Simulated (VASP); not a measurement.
Wanted: the native input for a VASP 6.6.1 run.

* Task: single point
* Functional: LDA
* Potentials or basis: VASP PAW LDA potentials, release 64 (Cd)
* Cutoff: 520 eV
* k mesh: 13 × 13 × 6
* Occupations: gaussian, width 0.3 eV
* Spin: no spin polarisation
* Dipole correction: no
* Further INCAR settings: ALGO = Normal; EDIFF = 1e-06; NBANDS = 19

The structure of Cd lies in POSCAR:

```
Cd
1.0
    2.8818641727      0.0000000000      0.0000000000
   -1.4409320863      2.4957675838      0.0000000000
    0.0000000000      0.0000000000      5.6383707528
Cd
2
Direct
    0.3333333333      0.6666666667      0.2500000000
    0.6666666667      0.3333333333      0.7500000000
```

One way to write it, as run:

INCAR

```
ALGO = Normal
EDIFF = 1E-6
ENCUT = 520
ISIF = 2
ISMEAR = 0
LASPH = T
LCHARG = F
LREAL = F
LWAVE = F
NBANDS = 19
NELM = 100
PREC = Accurate
SIGMA = 0.3
```

KPOINTS

```
k-points
0
Gamma
  13 13 6
```

Potentials or basis: VASP PAW LDA potentials, release 64 (Cd).

Launch:

```console
$ cat potpaw_LDA.64/Cd/POTCAR > POTCAR
$ mpirun -np 1 vasp_std > vasp.out
```

It gave:

```yaml
Pressure: 0.8 GPa
Band_gap_on_the_k_mesh: zero (bands 12 and 13 overlap by 4.69 eV)
```

Caveat: so wide a smearing shifts energies and pressures.

Run time: 60 s on 1 thread of Intel Xeon 8259CL, with other jobs on the host, peak memory 0.18 GiB.
